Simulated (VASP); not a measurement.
Wanted: the native input for a VASP 6.6.1 run.

| Quantity | Value |
| --- | --- |
| Task | single point |
| Functional | PBE |
| Potentials or basis | VASP PAW PBE potentials, release 64 (Ba_sv, Ti_sv, O) |
| Cutoff | 520 eV |
| k mesh | 6 × 6 × 4 |
| Occupations | gaussian, width 0.05 eV |
| Spin | no spin polarisation |
| Hubbard terms | Ti d U = 4.0 eV |
| Dipole correction | no |
| Further INCAR settings | ALGO = Normal; EDIFF = 1e-07; NBANDS = 51 |

The structure of BaTiO3 lies in POSCAR:

```
BaTiO3
1.0
    2.8603720851      1.6514365933      2.3460535783
   -2.8603720851      1.6514365933      2.3460535783
    0.0000000000     -6.6057463733      4.6921071566
Ba Ti O
2 2 6
Direct
    0.0028554935      0.0028963210      0.0011439187
    0.0028554935      0.0028963210      0.5011439187
    0.5115588318      0.5112683341      0.2577959512
    0.5115588318      0.5112683341      0.7577959512
    0.4982593579      0.5003860362      0.5086252182
    0.4982593579      0.5003860362      1.0086252182
    0.5001125501      0.9634425865      0.2352757976
    0.5001125501      0.9634425865      0.7352757976
    0.9670538131      0.5021157891      0.2352148544
    0.9670538131      0.5021157891      0.7352148544
```

This cell differs from its parent crystal: atoms displaced along a vibrational mode.

One way to write it, as run:

INCAR

```
SYSTEM = BaTiO3
  PREC = Accurate
  ENCUT = 520
  EDIFF = 1E-7
  ISMEAR = 0
  SIGMA = 0.05
  LREAL = .FALSE.
  LASPH = .TRUE.
  NELM = 150
  ALGO = Normal
  ISIF = 2
  LWAVE = .FALSE.
  LCHARG = .FALSE.
  LMAXMIX = 4
  LDAU = .TRUE.
  LDAUTYPE = 2
  LDAUL = -1 2 -1
  LDAUU = 0 4 0
  LDAUJ = 0 0 0
  LDAUPRINT = 1
  GGA = PE
  NBANDS = 51
```

KPOINTS

```
regular mesh
0
G
  6 6 4
  0 0 0
```

Potentials or basis: VASP PAW PBE potentials, release 64 (Ba_sv, Ti_sv, O).

The run is started by

```console
$ cat potpaw_PBE.64/Ba_sv/POTCAR potpaw_PBE.64/Ti_sv/POTCAR potpaw_PBE.64/O/POTCAR > POTCAR
$ mpirun -np 1 vasp_std > vasp.out
```

Results of the run:

```yaml
Pressure: 5.5 GPa
Largest_force: 2.038 eV/Å
Band_gap_on_the_k_mesh: 2.63 eV
```

Caveat: the cell differs from its parent crystal (atoms displaced along a vibrational mode); the cell stands under pressure; spin-orbit coupling is left out, which moves the levels of the heavy elements; forces of over 1 eV/Å act on the atoms, so gaps and moduli don't describe the material at rest.

Run time: 9.2 min on 1 thread of Oxide Virtual Turin-like Processor, on a shared host, peak memory 0.48 GiB.
